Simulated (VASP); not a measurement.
Input of a VASP 6.6.1 run:

File INCAR:

```
  PREC = Accurate
  ENCUT = 520
  EDIFF = 1E-6
  ISMEAR = 0
  SIGMA = 0.1
  LREAL = False
  LASPH = True
  NELM = 60
  ALGO = Normal
  ISIF = 2
  LWAVE = False
  LCHARG = True
  LDIPOL = True
  IDIPOL = 3
  DIPOL = 0.5 0.5 0.311
  GGA = PE
  LELF = True
  LVHAR = True
  LVACPOTAV = True
  NBANDS = 32
```

File KPOINTS:

```
Automatic mesh
0
Gamma
  5 5 1
```

Contents of POSCAR:

```
Al6H
1.0
    5.7135165837      0.0000000000      0.0000000000
    0.0000000000      5.7135165837      0.0000000000
    0.0000000000      0.0000000000     22.1746954375
Al H
12 2
Direct
    0.2500000000      0.2500000000      0.1803857921
    0.2500000000      0.7500000000      0.1803857921
    0.7500000000      0.2500000000      0.1803857921
    0.7500000000      0.7500000000      0.1803857921
    0.0000000000      0.0000000000      0.2744050924
    0.0000000000      0.5000000000      0.2744050924
    0.5000000000      0.0000000000      0.2744050924
    0.5000000000      0.5000000000      0.2744050924
    0.2500000000      0.2500000000      0.3686497278
    0.2500000000      0.7500000000      0.3686497278
    0.7500000000      0.2500000000      0.3686497278
    0.7500000000      0.7500000000      0.3686497278
    0.0000000000     -0.0804233248      0.5309969407
    0.0000000000      0.0804233248      0.5309969407
```

Potentials or basis: VASP PAW PBE potentials, release 64 (Al, H).

Command:

```console
$ cat potpaw_PBE.64/Al/POTCAR potpaw_PBE.64/H/POTCAR > POTCAR
$ mpirun -np 1 vasp_std > vasp.out
```

(1) What does it give for the largest force?

(2) Estimate the work function of the upper face.

(3) Estimate the work function of the lower face.

(4) Predict the band gap on the k mesh.

## Answers

(1) 3.519 eV/Å.

(2) 4.51 eV.

(3) 4.51 eV.

(4) zero (bands 19 and 20 overlap by 0.52 eV).
